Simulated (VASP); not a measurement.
# CsSmF4 (P4/mmm) in VASP: further runs

The runs below take CsSmF4 through relaxation of cell and atoms, with PBE.

Program: VASP 6.6.1. These are calculated values, not measurements. Logs are shortened: lines on timing, memory, paths and dates and some standing lists are left out, and cuts for length are marked.

## Step 1: The cell of the first run

It takes space group P4/mmm (No. 123, tetragonal). Conventional cell: a = 6.110 Å, b = 6.110 Å, c = 3.271 Å, α = 90.00°, β = 90.00°, γ = 90.00°. Cs (site symmetry 4/mmm) has 2 Cs at 3.27 Å and 16 F at 3.71 Å and 4 Sm at 4.32 Å within 4.4 Å. Sm (site symmetry 4/mmm) has 8 F at 2.38 Å within 3.1 Å. F (site symmetry m2m) has 2 Sm at 2.38 Å and 3 F at 2.45 to 2.64 Å within 3.1 Å.

The cell was built from a structure type or drawn by symmetry, and may not be a known phase.

## Step 2: Relaxation of cell and atoms, PBE

Input file INCAR:

```
PREC = Accurate ; ENCUT = 600
EDIFF = 1E-7 ; ISMEAR = 0
SIGMA = 0.1 ; LREAL = False
LASPH = True ; NELM = 200
ALGO = Normal ; ISIF = 3
LWAVE = False ; LCHARG = False
GGA = PE ; IBRION = 2
NSW = 90 ; EDIFFG = -0.04
GGA_COMPAT = False ; NELMIN = 4
LMAXMIX = 6
```

Input file KPOINTS:

```
regular mesh
0
Gamma
  4 4 6
```

Input file POSCAR:

```
CsSmF4
1.0
    6.1102516655      0.0000000000      0.0000000000
    0.0000000000      6.1102516655      0.0000000000
    0.0000000000      0.0000000000      3.2712120469
Cs Sm F
1 1 4
Direct
    0.0000000000      0.0000000000      0.0000000000
    0.5000000000      0.5000000000      0.0000000000
    0.7836138038      0.5000000000      0.5000000000
    0.2163861962      0.5000000000      0.5000000000
    0.5000000000      0.7836138038      0.5000000000
    0.5000000000      0.2163861962      0.5000000000
```

Potentials or basis: VASP PAW PBE potentials, release 64 (Cs_sv, Sm_3, F), 4f in core.

Run with:

```console
$ cat potpaw_PBE.64/Cs_sv/POTCAR potpaw_PBE.64/Sm_3/POTCAR potpaw_PBE.64/F/POTCAR > POTCAR
$ mpirun -np 1 vasp_std > vasp.out
```

OUTCAR:

```text
PREC = Accurate
   ENCUT = 600
   EDIFF = 1E-7
   ISMEAR = 0
   LREAL = False
   LASPH = True
   NELM = 200
   ISIF = 3
   GGA = PE
   IBRION = 2
   NSW = 90
   EDIFFG = -0.04
   NELMIN = 4

 ion  position               nearest neighbor table
   1  0.000  0.000  0.000-
   2  0.500  0.500  0.000-   3 2.38   4 2.38   5 2.38   6 2.38   3 2.38   4 2.38   5 2.38   6 2.38

   3  0.784  0.500  0.500-   2 2.38   2 2.38
   4  0.216  0.500  0.500-   2 2.38   2 2.38
   5  0.500  0.784  0.500-   2 2.38   2 2.38
   6  0.500  0.216  0.500-   2 2.38   2 2.38

  LATTYP: Found a simple tetragonal cell.
 ALAT       =     6.1102516655
 C/A-ratio  =     0.5353645359

  Lattice vectors:

 A1 = (   6.1102516655,   0.0000000000,   0.0000000000)
 A2 = (   0.0000000000,   6.1102516655,   0.0000000000)
 A3 = (   0.0000000000,   0.0000000000,   3.2712120469)

Analysis of symmetry for initial positions (statically):
=====================================================================
 Subroutine PRICEL returns:
 Original cell was already a primitive cell.

 Routine SETGRP: Setting up the symmetry group for a
 simple tetragonal supercell.

 Subroutine GETGRP returns: Found 16 space group operations
 (whereof 16 operations were pure point group operations)
 out of a pool of 16 trial point group operations.

The static configuration has the point symmetry D_4h.

Analysis of symmetry for dynamics (positions and initial velocities):
=====================================================================
 Subroutine PRICEL returns:
 Original cell was already a primitive cell.

 Routine SETGRP: Setting up the symmetry group for a
 simple tetragonal supercell.

 Subroutine GETGRP returns: Found 16 space group operations
 (whereof 16 operations were pure point group operations)
 out of a pool of 16 trial point group operations.

The dynamic configuration has the point symmetry D_4h.

 Subroutine INISYM returns: Found 16 space group operations
 (whereof 16 operations are pure point group operations),
 and found     1 'primitive' translations

----------------------------------------------------------------------------------------

                                     Primitive cell

  volume of cell :     122.1313

  direct lattice vectors                    reciprocal lattice vectors
     6.110251665  0.000000000  0.000000000     0.163659380  0.000000000  0.000000000
     0.000000000  6.110251665  0.000000000     0.000000000  0.163659380  0.000000000
     0.000000000  0.000000000  3.271212047     0.000000000  0.000000000  0.305697089

  length of vectors
     6.110251665  6.110251665  3.271212047     0.163659380  0.163659380  0.305697089

  position of ions in fractional coordinates (direct lattice)
     0.000000000  0.000000000  0.000000000
     0.500000000  0.500000000  0.000000000
     0.783613804  0.500000000  0.500000000
     0.216386196  0.500000000  0.500000000
     0.500000000  0.783613804  0.500000000
     0.500000000  0.216386196  0.500000000

  ion indices of the primitive-cell ions
   primitive index   ion index
                 1           1
                 2           2
                 3           3
                 4           4
                 5           5
                 6           6

----------------------------------------------------------------------------------------

 KPOINTS: regular mesh

Automatic generation of k-mesh.
 Grid dimensions read from file:
 generate k-points for:    4    4    6

 Generating k-lattice:

  Cartesian coordinates                     Fractional coordinates (reciprocal lattice)
     0.040914845  0.000000000  0.000000000     0.250000000  0.000000000  0.000000000
     0.000000000  0.040914845  0.000000000     0.000000000  0.250000000  0.000000000
     0.000000000  0.000000000  0.050949515     0.000000000  0.000000000  0.166666667

  Length of vectors
     0.040914845  0.040914845  0.050949515

  Shift w.r.t. Gamma in fractional coordinates (k-lattice)
     0.000000000  0.000000000  0.000000000

 Subroutine IBZKPT returns following result:
 ===========================================

 Found     24 irreducible k-points:

 Following reciprocal coordinates:
            Coordinates               Weight
  0.000000  0.000000  0.000000      1.000000
  0.250000  0.000000  0.000000      4.000000
  0.500000  0.000000  0.000000      2.000000
  0.250000  0.250000  0.000000      4.000000
  0.500000  0.250000  0.000000      4.000000
  0.500000  0.500000  0.000000      1.000000
[... 16 lines left out ...]
  0.500000  0.250000  0.500000      4.000000
  0.500000  0.500000  0.500000      1.000000
   k-points           NKPTS =     24   k-points in BZ     NKDIM =     24   number of bands    NBANDS=     28
   number of dos      NEDOS =    301   number of ions     NIONS =      6
   total plane-waves  NPLWV =  70000
   dimension x,y,z NGX =    50 NGY =   50 NGZ =   28
   dimension x,y,z NGXF=   100 NGYF=  100 NGZF=   56
   ions per type =               1   1   4
   NGX,Y,Z   is equivalent  to a cutoff of  13.60, 13.60, 14.23 a.u.
   NGXF,Y,Z  is equivalent  to a cutoff of  27.21, 27.21, 28.46 a.u.
 SYSTEM =  unknown system
   PREC   = accura    normal or accurate (medium, high low for compatibility)
   ISTART =      0    job   : 0-new  1-cont  2-samecut
   ICHARG =      2    charge: 1-file 2-atom 10-const
   ISPIN  =      1    spin polarized calculation?
   LNONCOLLINEAR =      F non collinear calculations
   LSORBIT =      F    spin-orbit coupling
   LASPH  =      T    aspherical Exc in radial PAW
   ENCUT  =  600.0 eV  44.10 Ry    6.64 a.u.  12.20 12.20  6.53*2*pi/ulx,y,z
   NELM   =    200;   NELMIN=  4; NELMDL= -5     # of ELM steps
   EDIFF  = 0.1E-06   stopping-criterion for ELM
   LREAL  =      F    real-space projection
   EDIFFG = -.4E-01   stopping-criterion for IOM
   NSW    =     90    number of steps for IOM
   IBRION =      2    ionic relax: 0-MD 1-quasi-New 2-CG
   NFREE  =      1    steps in history (QN), initial steepest desc. (CG)
   ISIF   =      3    stress and relaxation
   ISYM   =      2    0-nonsym 1-usesym 2-fastsym
   POTIM  = 0.5000    time-step for ionic-motion
   TEBEG  =    0.0;   TEEND  =   0.0 temperature during run
   PSTRESS=    0.0 pullay stress
   NELECT =      48.0000    total number of electrons
   NUPDOWN=      -1.0000    fix difference up-down
   EMIN   =  10.00;   EMAX   =-10.00  energy-range for DOS
   EFERMI =   0.00;   METHOD = LEGACY
   ISMEAR =     0;   SIGMA  =   0.10  broadening in eV -4-tet -1-fermi 0-gaus
   EFERMI_NEDOS =   21; number of points for ismear=-14 and -15
   IALGO  =     38    algorithm
   IMIX   =      4    mixing-type and parameters
     AMIX     =   0.40;   BMIX     =  1.00
     AMIX_MAG =   1.60;   BMIX_MAG =  1.00
  volume/ion in A,a.u.               =      20.36       137.36
  Fermi-wavevector in a.u.,A,eV,Ry     =   1.199167  2.266097 19.565193  1.438001
  Thomas-Fermi vector in A             =   2.335037
   LORBIT       =      0    0 simple, 1 ext, 2 COOP (PROOUT), +10 PAW based schemes
   GGA     = PE    functional components
   LHFCALC =     F    Hartree Fock is set to
   AEXX    =    0.0000 exact exchange contribution
   IVDW    =     0    specifies the selected vdW correction
   LEPSILON=     F    determine dielectric tensor
   LRPA    =     F    only Hartree local field effects (RPA)
 conjugate gradient relaxation of ions
 non-spin polarized calculation
 Gauss-broadening in eV      SIGMA  =   0.10
  energy-cutoff  :      600.00
  volume of cell :      122.13
 maximum number of plane-waves:      4140
 NGX is ok and might be reduce to    50
   NGX = 25   NGY = 25   NGZ = 13

--------------------------------------- Ionic step        1  -------------------------------------------

 number of electron      48.0000011 magnetization

 Free energy of the ion-electron system (eV)
  ---------------------------------------------------
  ext. energy  EPLUGINS =         0.00000000
  ---------------------------------------------------
  free energy    TOTEN  =       -32.41414895 eV

  energy without entropy =      -32.41414895  energy(sigma->0) =      -32.41414895

------------------------ aborting loop because EDIFF is reached ----------------------------------------

  FORCE on cell =-STRESS in cart. coord.  units (eV):
  Direction    XX          YY          ZZ          XY          YZ          ZX
  --------------------------------------------------------------------------------------
  -------------------------------------------------------------------------------------
  Total        0.3585002      0.3585002      0.3295811      0.0000000      0.0000000      0.0000000
  in kB        4.7029790      4.7029790      4.3236049      0.0000000      0.0000000      0.0000000
  external PRESSURE =       4.5765209 kB  Pullay stress =       0.0000000 kB

 VOLUME and BASIS-vectors are now :
 -----------------------------------------------------------------------------
  energy-cutoff  :      600.00
  volume of cell :      122.13
      direct lattice vectors                 reciprocal lattice vectors
     6.110251665  0.000000000  0.000000000     0.163659380  0.000000000  0.000000000
     0.000000000  6.110251665  0.000000000     0.000000000  0.163659380  0.000000000
     0.000000000  0.000000000  3.271212047     0.000000000  0.000000000  0.305697089

 POSITION                                       TOTAL-FORCE (eV/Angst)
 -----------------------------------------------------------------------------------
      0.00000      0.00000      0.00000        -0.000000     -0.000000      0.000000
      3.05513      3.05513      0.00000        -0.000000     -0.000000      0.000000
      4.78808      3.05513      1.63561         0.070953     -0.000000      0.000000
      1.32217      3.05513      1.63561        -0.070953     -0.000000      0.000000
      3.05513      4.78808      1.63561        -0.000000      0.070953     -0.000000
      3.05513      1.32217      1.63561         0.000000     -0.070953     -0.000000
 -----------------------------------------------------------------------------------
    total drift:                                0.000000     -0.000000      0.000000
[... 30 lines left out ...]
 POSITION                                       TOTAL-FORCE (eV/Angst)
 -----------------------------------------------------------------------------------
      6.12786      6.12786      0.00000         0.000000     -0.000000      0.000000
      3.06393      3.06393      0.00000         0.000000     -0.000000      0.000000
      4.80531      3.06393      1.63994        -0.046924     -0.000000      0.000000
      1.32255      3.06393      1.63994         0.046924     -0.000000      0.000000
      3.06393      4.80531      1.63994         0.000000     -0.046924      0.000000
      3.06393      1.32255      1.63994         0.000000      0.046924      0.000000
 -----------------------------------------------------------------------------------
    total drift:                                0.000000      0.000000     -0.000000

  FREE ENERGIE OF THE ION-ELECTRON SYSTEM (eV)
  ---------------------------------------------------
  free  energy   TOTEN  =       -32.4152578836 eV

  energy  without entropy=      -32.4152578836  energy(sigma->0) =      -32.41525788

--------------------------------------- Ionic step        3  -------------------------------------------

 number of electron      48.0000014 magnetization

 Free energy of the ion-electron system (eV)
  ---------------------------------------------------
  ext. energy  EPLUGINS =         0.00000000
  ---------------------------------------------------
  free energy    TOTEN  =       -32.41550890 eV

  energy without entropy =      -32.41550890  energy(sigma->0) =      -32.41550890

 E-fermi :  -0.6803     XC(G=0):  -8.5926

 val. band max:       -1.1614493012   @ k =   0.0000   0.0000   0.5000
 cond. band min:       3.5369745815   @ k =   0.0000   0.0000   0.0000
 fundamental gap:      4.6984238827
 Fermi energy:        -0.6803294253

 k-point     1 :       0.0000    0.0000    0.0000
  band No.  band energies     occupation
      1     -39.3868      2.00000
      2     -21.6689      2.00000
      3     -21.6214      2.00000
      4     -21.6214      2.00000
      5     -21.3716      2.00000
      6     -20.8372      2.00000
[... 20 lines left out ...]
     27       4.9643      0.00000
     28       5.0913      0.00000
[... 724 lines left out ...]
 VOLUME and BASIS-vectors are now :
 -----------------------------------------------------------------------------
  energy-cutoff  :      600.00
  volume of cell :      122.85
      direct lattice vectors                 reciprocal lattice vectors
     6.122548745  0.000000000  0.000000000     0.163330672  0.000000000  0.000000000
     0.000000000  6.122548745  0.000000000     0.000000000  0.163330672  0.000000000
     0.000000000  0.000000000  3.277264404     0.000000000  0.000000000  0.305132536

 POSITION                                       TOTAL-FORCE (eV/Angst)
 -----------------------------------------------------------------------------------
      0.00000      0.00000      0.00000         0.000000      0.000000      0.000000
      3.06127      3.06127      0.00000         0.000000      0.000000      0.000000
      4.80011      3.06127      1.63863        -0.011804      0.000000      0.000000
      1.32244      3.06127      1.63863         0.011804     -0.000000      0.000000
      3.06127      4.80011      1.63863         0.000000     -0.011804      0.000000
      3.06127      1.32244      1.63863        -0.000000      0.011804     -0.000000
 -----------------------------------------------------------------------------------
    total drift:                                0.000000     -0.000000      0.000000

  FREE ENERGIE OF THE ION-ELECTRON SYSTEM (eV)
  ---------------------------------------------------
  free  energy   TOTEN  =       -32.4155089043 eV

  energy  without entropy=      -32.4155089043  energy(sigma->0) =      -32.41550890

 reached required accuracy - stopping structural energy minimisation
```

It took 2.1 min on 1 thread of AMD EPYC 9R45 (Zen 5), shared host; peak memory 0.29 GiB.

What came out:

| Quantity | Value |
| --- | --- |
| Free energy | -32.4155 eV |
| Relaxed volume | 20.48 Å³/atom |
| Relaxed cell | a = 6.123 Å, b = 6.123 Å, c = 3.277 Å, α = 90.00°, β = 90.00°, γ = 90.00° |
| Space group after relaxing (to 0.1 Å) | P4/mmm (No. 123) |
| Energy gained by relaxing | 0.2 meV/atom |
| Ionic steps | 3 |
| Pressure after relaxing | 0.0 GPa |
| Largest force after relaxing | 0.012 eV/Å |
| Band gap on the k mesh | 4.70 eV (least direct gap 4.76 eV) |

Forces on the atoms (eV/Å):
```
Cs   0.000  0.000  0.000
Sm   0.000  0.000  0.000
F   -0.012  0.000  0.000
F    0.012  0.000  0.000
F    0.000 -0.012  0.000
F    0.000  0.012  0.000
```

Step by step:
| step | energy change (eV) | largest force (eV/Å) | pressure (GPa) | volume (Å³) |
| --- | --- | --- | --- | --- |
| 1 | 0.0000 | 0.0710 | 0.46 | 122.13 |
| 2 | -0.0011 | 0.0469 | -0.16 | 123.16 |
| 3 | -0.0014 | 0.0118 | 0.02 | 122.85 |

Final structure:
```cif
data_structure
_symmetry_space_group_name_H-M 'P 1'
_symmetry_Int_Tables_number 1
_cell_length_a 6.1225
_cell_length_b 6.1225
_cell_length_c 3.2773
_cell_angle_alpha 90.000
_cell_angle_beta 90.000
_cell_angle_gamma 90.000
_cell_volume 122.85
loop_
_atom_site_label
_atom_site_type_symbol
_atom_site_fract_x
_atom_site_fract_y
_atom_site_fract_z
_atom_site_occupancy
Cs1 Cs 0.00000 0.00000 0.00000 1
Sm1 Sm 0.50000 0.50000 0.00000 1
F1 F 0.78401 0.50000 0.50000 1
F2 F 0.21599 0.50000 0.50000 1
F3 F 0.50000 0.78401 0.50000 1
F4 F 0.50000 0.21599 0.50000 1
```

Caveat: spin-orbit coupling is left out, which moves the levels of the heavy elements; the 4f electrons are frozen in the core, so they carry no moment and show no levels. A k mesh can miss the band edges.

## Step 3: Relaxation of cell and atoms, PBE

Input file INCAR:

```
SYSTEM = CsSmF4
ALGO     = Normal         ! electronic algorithm
EDIFF    = 1E-7           ! SCF threshold, eV
EDIFFG   = -0.01          ! ionic threshold
ENCUT    = 600            ! plane-wave cutoff, eV
GGA      = PE             ! functional
GGA_COMPAT= .False.      
IBRION   = 2              ! ionic algorithm
ISIF     = 3              ! what is computed and relaxed
ISMEAR   = 0              ! smearing method
LASPH    = .True.         ! aspherical terms in the spheres
LCHARG   = .False.        ! write CHGCAR
LMAXMIX  = 6              ! l up to which the mixer works
LREAL    = .False.        ! projectors in reciprocal space
LWAVE    = .False.        ! write WAVECAR
NELM     = 200            ! most SCF steps
NELMIN   = 4            
NSW      = 100            ! ionic steps
PREC     = Accurate       ! precision mode
SIGMA    = 0.02           ! smearing width, eV
```

Input file KPOINTS:

```
k-points
0
Gamma
  4 4 8
  0 0 0
```

POSCAR is that of step 2.

Potentials or basis: VASP PAW PBE potentials, release 64 (Cs_sv, Sm_3, F), 4f in core.

Run with:

```console
$ cat potpaw_PBE.64/Cs_sv/POTCAR potpaw_PBE.64/Sm_3/POTCAR potpaw_PBE.64/F/POTCAR > POTCAR
$ mpirun -np 1 vasp_std > vasp.out
```

It took 4.4 min on 1 thread of AMD EPYC 9R45 (Zen 5), shared host; peak memory 0.31 GiB.

It converged, with:

```
Free energy                           : -32.4160 eV
Relaxed volume                        : 20.52 Å³/atom
Relaxed cell                          : a = 6.131 Å, b = 6.131 Å, c = 3.275 Å, α = 90.00°, β = 90.00°, γ = 90.00°
Space group after relaxing (to 0.1 Å) : P4/mmm (No. 123)
Energy gained by relaxing             : 0.3 meV/atom
Ionic steps                           : 6
Pressure after relaxing               : 0.0 GPa
Largest force after relaxing          : 0.007 eV/Å
Band gap on the k mesh                : 4.70 eV (least direct gap 4.76 eV)
```

Forces in eV/Å, atoms in the order of the input:
```
Cs   0.000  0.000  0.000
Sm   0.000  0.000  0.000
F   -0.007  0.000  0.000
F    0.007  0.000  0.000
F    0.000 -0.007  0.000
F    0.000  0.007  0.000
```

Step by step:
```tsv
step	energy change (eV)	largest force (eV/Å)	pressure (GPa)	volume (Å³)
1	0.0000	0.0709	0.45	122.13
2	-0.0011	0.0466	-0.16	123.16
3	-0.0014	0.0118	0.02	122.85
4	-0.0014	0.0121	0.03	122.92
5	-0.0015	0.0126	0.03	123.00
6	-0.0015	0.0072	0.01	123.12
```

Final structure:
```yaml
crystal:
  lattice:
    - [6.13101, 0.00000, 0.00000]
    - [0.00000, 6.13101, 0.00000]
    - [0.00000, 0.00000, 3.27531]
  atoms:
    - { symbol: Cs, position: [0.00000, 0.00000, 0.00000] }
    - { symbol: Sm, position: [0.50000, 0.50000, 0.00000] }
    - { symbol: F, position: [0.78371, 0.50000, 0.50000] }
    - { symbol: F, position: [0.21629, 0.50000, 0.50000] }
    - { symbol: F, position: [0.50000, 0.78371, 0.50000] }
    - { symbol: F, position: [0.50000, 0.21629, 0.50000] }
```

Levels at points of the mesh, in eV from the valence-band top:
| k point | band 21 | band 22 | band 23 | band 24 | band 25 | band 26 | band 27 | band 28 |
| --- | --- | --- | --- | --- | --- | --- | --- | --- |
| (0.00, 0.00, 0.00) | -1.12 | -0.34 | -0.34 | -0.06 | 4.70 | 5.41 | 6.13 | 6.24 |
| (0.50, 0.00, 0.00) | -1.01 | -0.64 | -0.33 | -0.17 | 5.24 | 5.48 | 6.52 | 6.99 |
| (0.50, 0.50, 0.00) | -0.78 | -0.78 | -0.35 | -0.20 | 4.90 | 5.46 | 6.73 | 7.20 |
| (0.00, 0.00, 0.50) | -1.00 | -0.60 | -0.60 | 0.00 | 5.55 | 5.95 | 5.95 | 7.32 |
| (0.50, 0.00, 0.50) | -0.84 | -0.41 | -0.32 | -0.11 | 5.62 | 5.98 | 5.99 | 8.20 |
| (0.50, 0.50, 0.50) | -0.72 | -0.72 | -0.22 | -0.01 | 5.52 | 5.72 | 5.72 | 7.51 |

Caveat: spin-orbit coupling is left out, which moves the levels of the heavy elements; the 4f electrons are frozen in the core, so they carry no moment and show no levels.
